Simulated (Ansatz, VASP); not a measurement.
# One calculation of Ti, two programs

File INCAR:

```
SYSTEM = Ti
ALGO = Normal ; EDIFF = 1E-6
ENCUT = 500 ; GGA = PE
GGA_COMPAT = .False. ; ISIF = 2
ISMEAR = 0 ; LASPH = .True.
LCHARG = .False. ; LREAL = .False.
LWAVE = .False. ; NBANDS = 25
NELM = 120 ; PREC = Accurate
SIGMA = 0.15
```

Contents of KPOINTS:

```
k-points
0
Gamma
  12 12 14
  0 0 0
```

POSCAR

```
Ti
1.0
    4.5410922605      0.0000000000      0.0000000000
   -2.2705461302      3.9327012585      0.0000000000
    0.0000000000      0.0000000000      2.8082579439
Ti
3
Direct
   -0.0094941117     -0.0189882234      0.0000000000
    0.3380803892      0.6761607784      0.5000000000
    0.6714137225      0.3428274450      0.5000000000
```

Input for Ansatz:

```yaml
crystal:
  lattice:
    - [4.5410922605, 0.0, 0.0]
    - [-2.2705461302, 3.9327012585, 0.0]
    - [0.0, 0.0, 2.8082579439]
  atoms:
    - { symbol: Ti, position: [-0.0094941117, -0.0189882234, 0.0] }
    - { symbol: Ti, position: [0.3380803892, 0.6761607784, 0.5] }
    - { symbol: Ti, position: [0.6714137225, 0.342827445, 0.5] }
basis:
  ecutwfc: 520.0
kpoints:
  mp_grid: { grid: [12, 12, 14] }
hamiltonian:
  xc: pbe
  pseudopotentials: { kind: paw, azcp: { folder: soft_1 } }
scf:
  occupations: { method: gaussian, width: 0.15 }
output:
  forces: true
  stress: true
  eigenvalues: true
```

Change from the starting cell: mode 6 frozen in at -0.075 Å, equal normal strain along x, y and z -0.0083.

Alike in both runs: task single point; functional PBE; k mesh 12 × 12 × 14; occupations gaussian, width 0.15 eV; no spin polarisation.

|  | VASP | Ansatz |
| --- | --- | --- |
| version | VASP 6.6.1 | Ansatz 0.2.0 |
| potentials or method | VASP PAW PBE potentials, release 64 (Ti_sv), cutoff 500 eV | scalar-relativistic, plane waves, PAW |
| valence electrons in the cell | 36 | 36 |

```csv
,VASP,Ansatz,Ansatz less VASP
gap on the k mesh at the Fermi level (eV),none,none,-
pressure (GPa),3.0,3.3,+0.28
"traceless stress, the component that is largest in VASP (GPa)",0.35,0.35,+0.004
rms of the force components (eV/Å),0.160,0.162,+0.0018
```

Atom by atom the forces differ by 0.002 eV/Å (rms over components). A gap of «none» marks a metal or a gap that the smearing closes. With one functional, cell and mesh, what is left measures potentials, basis and numerics.
